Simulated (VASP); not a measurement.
Zn2SnO: single point with PBE

Crystal: Zn2SnO.

```
Zn Sn O
1.0
     4.23271    0.00000    0.00000
    -2.11635    3.66563    0.00000
     0.00000    0.00000    5.47838
Zn Sn O
2 1 1
Direct
  0.00000 0.00000 0.00000
  0.33333 0.66667 0.50000
  0.33333 0.66667 0.00000
  0.66667 0.33333 0.50000
```

The cell was generated, and may not be a known phase.

* Program: VASP 6.6.1
* Task: single point
* Functional: PBE
* Potentials or basis: VASP PAW PBE potentials, release 64 (Zn, Sn_d, O)
* Cutoff: 600 eV
* k mesh: 6 × 6 × 4
* Occupations: gaussian, width 0.1 eV
* Spin: no spin polarisation

```yaml
Pressure: 0.2 GPa
Band_gap_on_the_k_mesh: zero (bands 22 and 23 overlap by 2.21 eV)
```

Stress tensor (GPa, compression positive):
```
0.13 0.00 0.00
0.00 0.13 0.00
0.00 0.00 0.21
```

Levels at points of the mesh, in eV from the Fermi level:
```csv
k point,band 19,band 20,band 21,band 22,band 23,band 24,band 25,band 26
"(0.00, 0.00, 0.00)",-1.41,-1.41,-0.27,0.33,1.57,1.57,3.61,6.16
"(0.50, 0.00, 0.00)",-2.55,-2.05,-1.37,-0.42,0.14,2.01,3.83,3.94
"(0.00, 0.00, 0.50)",-1.39,-1.39,-0.99,1.80,1.80,3.18,4.37,6.00
"(0.50, 0.00, 0.50)",-4.15,-1.83,-0.86,-0.10,0.06,2.25,3.74,6.67
```

Run time: 43 s on 1 thread of AMD EPYC 9R45 96-Core Processor (Zen 5) (shared host), peak memory 0.24 GiB.

Caveat: spin-orbit coupling is left out, which moves the levels of the heavy elements.
